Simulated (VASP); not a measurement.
# CoH3 (P4/mmm) in VASP: single point with PBE

Aim: the single point of CoH3 with PBE.

Everything below comes from runs of VASP 6.6.1. Logs are shortened: lines on timing, memory, paths and dates and some standing lists are left out, and cuts for length are marked.

## (1) The cell of the first run

It takes space group P4/mmm (No. 123, tetragonal). The conventional cell has a = 2.391 Å, b = 2.391 Å, c = 4.113 Å, α = 90.00°, β = 90.00°, γ = 90.00°. Co (site symmetry 4/mmm) has 2 H at 1.59 Å within 2.1 Å. Within 1.3 Å of H (site symmetry 4mm) lie 1 H at 0.94 Å. H (site symmetry 4/mmm) has 8 H at 1.75 Å within 2.3 Å.

## (2) Single point, PBE, collinear spin, ferromagnetic start

INCAR

```
PREC = Accurate ; ENCUT = 520
EDIFF = 1E-7 ; ISMEAR = 0
SIGMA = 0.15 ; LREAL = F
LASPH = T ; NELM = 150
ALGO = Normal ; ISIF = 2
LWAVE = F ; LCHARG = F
ISPIN = 2 ; MAGMOM = 3 0 0 0
LORBIT = 11 ; LMAXMIX = 4
GGA = PE ; NBANDS = 18
```

KPOINTS

```
Automatic mesh
0
Gamma
  5 5 3
```

POSCAR

```
CoH3
1.0
    2.3914793546      0.0000000000      0.0000000000
    0.0000000000      2.3914793546      0.0000000000
    0.0000000000      0.0000000000      4.1128216709
Co H
1 3
Direct
    0.5000000000      0.5000000000      0.5000000000
    0.5000000000      0.5000000000      0.8860689298
    0.5000000000      0.5000000000      0.1139310702
    0.0000000000      0.0000000000      0.0000000000
```

Potentials or basis: VASP PAW PBE potentials, release 64 (Co, H).

Run with:

```console
$ cat potpaw_PBE.64/Co/POTCAR potpaw_PBE.64/H/POTCAR > POTCAR
$ mpirun -np 1 vasp_std > vasp.out
```

OUTCAR:

```text
PREC = Accurate
   ENCUT = 520
   EDIFF = 1E-7
   ISMEAR = 0
   LREAL = F
   LASPH = T
   NELM = 150
   ISIF = 2
   ISPIN = 2
   LORBIT = 11
   GGA = PE

 ion  position               nearest neighbor table
   1  0.500  0.500  0.500-   2 1.59   3 1.59
   2  0.500  0.500  0.886-   1 1.59
   3  0.500  0.500  0.114-   1 1.59
   4  0.000  0.000  0.000-

  LATTYP: Found a simple tetragonal cell.
 ALAT       =     2.3914793546
 C/A-ratio  =     1.7197813826

  Lattice vectors:

 A1 = (   2.3914793546,   0.0000000000,   0.0000000000)
 A2 = (   0.0000000000,   2.3914793546,   0.0000000000)
 A3 = (   0.0000000000,   0.0000000000,   4.1128216709)

Analysis of symmetry for initial positions (statically):
=====================================================================
 Subroutine PRICEL returns:
 Original cell was already a primitive cell.

 Routine SETGRP: Setting up the symmetry group for a
 simple tetragonal supercell.

 Subroutine GETGRP returns: Found 16 space group operations
 (whereof 16 operations were pure point group operations)
 out of a pool of 16 trial point group operations.

The static configuration has the point symmetry D_4h.

Analysis of symmetry for dynamics (positions and initial velocities):
=====================================================================
 Subroutine PRICEL returns:
 Original cell was already a primitive cell.

 Routine SETGRP: Setting up the symmetry group for a
 simple tetragonal supercell.

 Subroutine GETGRP returns: Found 16 space group operations
 (whereof 16 operations were pure point group operations)
 out of a pool of 16 trial point group operations.

The dynamic configuration has the point symmetry D_4h.

Analysis of structural, dynamic, and magnetic symmetry:
=====================================================================
 Subroutine PRICEL returns:
 Original cell was already a primitive cell.

 Routine SETGRP: Setting up the symmetry group for a
 simple tetragonal supercell.

 Subroutine GETGRP returns: Found 16 space group operations
 (whereof 16 operations were pure point group operations)
 out of a pool of 16 trial point group operations.

The overall configuration has the point symmetry D_4h.

 Subroutine INISYM returns: Found 16 space group operations
 (whereof 16 operations are pure point group operations),
 and found     1 'primitive' translations

----------------------------------------------------------------------------------------

                                     Primitive cell

  volume of cell :      23.5219

  direct lattice vectors                    reciprocal lattice vectors
     2.391479355  0.000000000  0.000000000     0.418151216  0.000000000  0.000000000
     0.000000000  2.391479355  0.000000000     0.000000000  0.418151216  0.000000000
     0.000000000  0.000000000  4.112821671     0.000000000  0.000000000  0.243142076

  length of vectors
     2.391479355  2.391479355  4.112821671     0.418151216  0.418151216  0.243142076

  position of ions in fractional coordinates (direct lattice)
     0.500000000  0.500000000  0.500000000
     0.500000000  0.500000000  0.886068930
     0.500000000  0.500000000  0.113931070
     0.000000000  0.000000000  0.000000000

  ion indices of the primitive-cell ions
   primitive index   ion index
                 1           1
                 2           2
                 3           3
                 4           4

----------------------------------------------------------------------------------------

 KPOINTS: Automatic mesh

Automatic generation of k-mesh.
 Grid dimensions read from file:
 generate k-points for:    5    5    3

 Generating k-lattice:

  Cartesian coordinates                     Fractional coordinates (reciprocal lattice)
     0.083630243  0.000000000  0.000000000     0.200000000  0.000000000  0.000000000
     0.000000000  0.083630243  0.000000000     0.000000000  0.200000000  0.000000000
     0.000000000  0.000000000  0.081047359     0.000000000  0.000000000  0.333333333

  Length of vectors
     0.083630243  0.083630243  0.081047359

  Shift w.r.t. Gamma in fractional coordinates (k-lattice)
     0.000000000  0.000000000  0.000000000

 Subroutine IBZKPT returns following result:
 ===========================================

 Found     12 irreducible k-points:

 Following reciprocal coordinates:
            Coordinates               Weight
  0.000000  0.000000  0.000000      1.000000
  0.200000  0.000000  0.000000      4.000000
  0.400000  0.000000  0.000000      4.000000
  0.200000  0.200000  0.000000      4.000000
  0.400000  0.200000  0.000000      8.000000
  0.400000  0.400000  0.000000      4.000000
  0.000000  0.000000  0.333333      2.000000
  0.200000  0.000000  0.333333      8.000000
  0.400000  0.000000  0.333333      8.000000
  0.200000  0.200000  0.333333      8.000000
  0.400000  0.200000  0.333333     16.000000
  0.400000  0.400000  0.333333      8.000000
   k-points           NKPTS =     12   k-points in BZ     NKDIM =     12   number of bands    NBANDS=     18
   number of dos      NEDOS =    301   number of ions     NIONS =      4
   total plane-waves  NPLWV =  10368
   dimension x,y,z NGX =    18 NGY =   18 NGZ =   32
   dimension x,y,z NGXF=    36 NGYF=   36 NGZF=   64
   ions per type =               1   3
   NGX,Y,Z   is equivalent  to a cutoff of  12.51, 12.51, 12.93 a.u.
   NGXF,Y,Z  is equivalent  to a cutoff of  25.03, 25.03, 25.87 a.u.
 SYSTEM =  unknown system
   PREC   = accura    normal or accurate (medium, high low for compatibility)
   ISTART =      0    job   : 0-new  1-cont  2-samecut
   ICHARG =      2    charge: 1-file 2-atom 10-const
   ISPIN  =      2    spin polarized calculation?
   LNONCOLLINEAR =      F non collinear calculations
   LSORBIT =      F    spin-orbit coupling
   LASPH  =      T    aspherical Exc in radial PAW
   ENCUT  =  520.0 eV  38.22 Ry    6.18 a.u.   4.45  4.45  7.65*2*pi/ulx,y,z
   NELM   =    150;   NELMIN=  2; NELMDL= -5     # of ELM steps
   EDIFF  = 0.1E-06   stopping-criterion for ELM
   LREAL  =      F    real-space projection
   EDIFFG = 0.1E-05   stopping-criterion for IOM
   NSW    =      0    number of steps for IOM
   IBRION =     -1    ionic relax: 0-MD 1-quasi-New 2-CG
   NFREE  =      0    steps in history (QN), initial steepest desc. (CG)
   ISIF   =      2    stress and relaxation
   ISYM   =      2    0-nonsym 1-usesym 2-fastsym
   POTIM  = 0.5000    time-step for ionic-motion
   TEBEG  =    0.0;   TEEND  =   0.0 temperature during run
   PSTRESS=    0.0 pullay stress
   NELECT =      12.0000    total number of electrons
   NUPDOWN=      -1.0000    fix difference up-down
   EMIN   =  10.00;   EMAX   =-10.00  energy-range for DOS
   EFERMI =   0.00;   METHOD = LEGACY
   ISMEAR =     0;   SIGMA  =   0.15  broadening in eV -4-tet -1-fermi 0-gaus
   EFERMI_NEDOS =   21; number of points for ismear=-14 and -15
   IALGO  =     38    algorithm
   IMIX   =      4    mixing-type and parameters
     AMIX     =   0.40;   BMIX     =  1.00
     AMIX_MAG =   1.60;   BMIX_MAG =  1.00
  volume/ion in A,a.u.               =       5.88        39.68
  Fermi-wavevector in a.u.,A,eV,Ry     =   1.308110  2.471969 23.281626  1.711151
  Thomas-Fermi vector in A             =   2.438799
   LORBIT       =     11    0 simple, 1 ext, 2 COOP (PROOUT), +10 PAW based schemes
   GGA     = PE    functional components
   LHFCALC =     F    Hartree Fock is set to
   AEXX    =    0.0000 exact exchange contribution
   IVDW    =     0    specifies the selected vdW correction
   LEPSILON=     F    determine dielectric tensor
   LRPA    =     F    only Hartree local field effects (RPA)
 spin polarized calculation
 Gauss-broadening in eV      SIGMA  =   0.15
  energy-cutoff  :      520.00
  volume of cell :       23.52
 maximum number of plane-waves:       641
 NGX is ok and might be reduce to    18
   NGX =  9   NGY =  9   NGZ = 15

 number of electron      11.9999992 magnetization       1.3640557

 Free energy of the ion-electron system (eV)
  ---------------------------------------------------
  ext. energy  EPLUGINS =         0.00000000
  ---------------------------------------------------
  free energy    TOTEN  =       -13.37888799 eV

  energy without entropy =      -13.36466859  energy(sigma->0) =      -13.37177829

 E-fermi :   5.0374     XC(G=0): -11.3072

 val. band max:        4.7376110806   @ k =   0.4000   0.2000   0.3333
 cond. band min:       5.0838033435   @ k =   0.4000   0.0000   0.0000
 fundamental gap:      0.3461922629
 Fermi energy:         5.0373724424

 spin component 1

 k-point     1 :       0.0000    0.0000    0.0000
  band No.  band energies     occupation
      1      -7.5502      1.00000
      2       0.3925      1.00000
      3       1.4334      1.00000
      4       3.4987      1.00000
      5       3.8178      1.00000
      6       3.8178      1.00000
[... 228 lines left out ...]
      4       2.4408      1.00000
      5       3.3527      1.00000
      6       4.5656      1.00000
[... 10 lines left out ...]
     17      28.5442      0.00000
     18      31.4526      0.00000
 Fermi energy:         5.0373724424

 spin component 2

 k-point     1 :       0.0000    0.0000    0.0000
  band No.  band energies     occupation
      1      -7.3597      1.00000
      2       0.7669      1.00000
      3       2.2988      1.00000
      4       3.4340      1.00000
      5       5.1504      0.14321
      6       5.1504      0.14321
[... 229 lines left out ...]
      5       4.0512      1.00000
      6       5.6058      0.00000
[... 10 lines left out ...]
     17      28.6279      0.00000
     18      31.7879      0.00000

------------------------ aborting loop because EDIFF is reached ----------------------------------------

  FORCE on cell =-STRESS in cart. coord.  units (eV):
  Direction    XX          YY          ZZ          XY          YZ          ZX
  --------------------------------------------------------------------------------------
  -------------------------------------------------------------------------------------
  Total       -0.1654374     -0.1654374     -0.0443173      0.0000000     -0.0000000     -0.0000000
  in kB      -11.2686310    -11.2686310     -3.0186373      0.0000000     -0.0000000     -0.0000000
  external PRESSURE =      -8.5186331 kB  Pullay stress =       0.0000000 kB

 VOLUME and BASIS-vectors are now :
 -----------------------------------------------------------------------------
  energy-cutoff  :      520.00
  volume of cell :       23.52
      direct lattice vectors                 reciprocal lattice vectors
     2.391479355  0.000000000  0.000000000     0.418151216  0.000000000  0.000000000
     0.000000000  2.391479355  0.000000000     0.000000000  0.418151216  0.000000000
     0.000000000  0.000000000  4.112821671     0.000000000  0.000000000  0.243142076

 POSITION                                       TOTAL-FORCE (eV/Angst)
 -----------------------------------------------------------------------------------
      1.19574      1.19574      2.05641         0.000000     -0.000000      0.000000
      1.19574      1.19574      3.64424         0.000000      0.000000      0.021433
      1.19574      1.19574      0.46858        -0.000000      0.000000     -0.021433
      0.00000      0.00000      0.00000         0.000000     -0.000000      0.000000
 -----------------------------------------------------------------------------------
    total drift:                                0.000000     -0.000000     -0.000000

  FREE ENERGIE OF THE ION-ELECTRON SYSTEM (eV)
  ---------------------------------------------------
  free  energy   TOTEN  =       -13.3788879926 eV

  energy  without entropy=      -13.3646685886  energy(sigma->0) =      -13.37177829

 total charge

# of ion       s       p       d       tot
------------------------------------------
    1        0.469   0.391   7.369   8.229
    2        0.532   0.036   0.000   0.568
    3        0.532   0.036   0.000   0.568
    4        0.368   0.011   0.000   0.380
--------------------------------------------------
tot          1.902   0.473   7.369   9.744

 magnetization (x)

# of ion       s       p       d       tot
------------------------------------------
    1       -0.013  -0.023   1.254   1.219
    2       -0.011  -0.001   0.000  -0.011
    3       -0.011  -0.001   0.000  -0.011
    4        0.108   0.000   0.000   0.108
--------------------------------------------------
tot          0.074  -0.025   1.254   1.304
```

It took 10 s on 1 thread of Intel Xeon 6975P-C (Granite Rapids), shared host; peak memory 0.14 GiB.

Results:

```
Free energy                                           : -13.3789 eV
Pressure                                              : -0.9 GPa
Largest force                                         : 0.021 eV/Å
Net moment                                            : 1.36 μB per cell
Site moments                                          : Co +1.22; H -0.01, +0.11 μB
Valence electrons inside the program's atomic spheres : Co 8.23; H 0.57, 0.38
```

Forces in eV/Å, atoms in the order of the input:
```
Co   0.000  0.000  0.000
H    0.000  0.000  0.021
H    0.000  0.000 -0.021
H    0.000  0.000  0.000
```

Stress tensor (GPa, compression positive):
```
-1.13  0.00  0.00
 0.00 -1.13  0.00
 0.00  0.00 -0.30
```

Levels at points of the mesh, in eV from the Fermi level:
Spin up:
| k point | band 3 | band 4 | band 5 | band 6 | band 7 | band 8 | band 9 | band 10 | band 11 | band 12 |
| --- | --- | --- | --- | --- | --- | --- | --- | --- | --- | --- |
| (0.00, 0.00, 0.00) | -3.60 | -1.54 | -1.22 | -1.22 | -0.97 | 0.87 | 5.62 | 16.72 | 16.72 | 17.70 |
Spin down:
```tsv
k point	band 1	band 2	band 3	band 4	band 5	band 6	band 7	band 8	band 9	band 10
(0.00, 0.00, 0.00)	-12.40	-4.27	-2.74	-1.60	0.11	0.11	1.03	1.62	6.36	16.93
```

Caveat: the k points lie up to 0.53 Å⁻¹ apart.
